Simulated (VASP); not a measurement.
Write the native input for VASP 6.6.1 that does the following.

```yaml
Task: single point
Functional: PBE
Potentials_or_basis: VASP PAW PBE potentials, release 64 (B, N)
Cutoff: 600 eV
k_mesh: 12 × 12 × 12
Occupations: gaussian, width 0.02 eV
Spin: no spin polarisation
Dipole_correction: no
Further_INCAR_settings: ALGO = Normal; EDIFF = 1e-06; NBANDS = 11
```

The structure of BN (m.b) lies in POSCAR:

```
BN
1.0
    0.0000000000      1.8120264353      1.8120264353
    1.8120264353      0.0000000000      1.8120264353
    1.8120264353      1.8120264353      0.0000000000
B N
1 1
Direct
    0.0000000000      0.0000000000      0.0000000000
    0.2500000000      0.2500000000      0.2500000000
```

These files were run (other wordings do the same):

INCAR

```
PREC = Accurate
ENCUT = 600
EDIFF = 1E-6
ISMEAR = 0
SIGMA = 0.02
LREAL = False
LASPH = True
NELM = 120
ALGO = Normal
ISIF = 2
LWAVE = False
LCHARG = False
GGA = PE
NBANDS = 11
GGA_COMPAT = False
```

KPOINTS

```
regular mesh
0
Gamma
  12 12 12
```

Potentials or basis: VASP PAW PBE potentials, release 64 (B, N).

Command:

```console
$ cat potpaw_PBE.64/B/POTCAR potpaw_PBE.64/N/POTCAR > POTCAR
$ mpirun -np 1 vasp_std > vasp.out
```

Results of the run:

```
Pressure               : 0.2 GPa
Band gap on the k mesh : 4.45 eV, indirect (least direct gap 8.78 eV)
```

It took 14 s on 1 thread of Intel Xeon 8259CL, with other jobs on the host, peak memory 0.13 GiB.
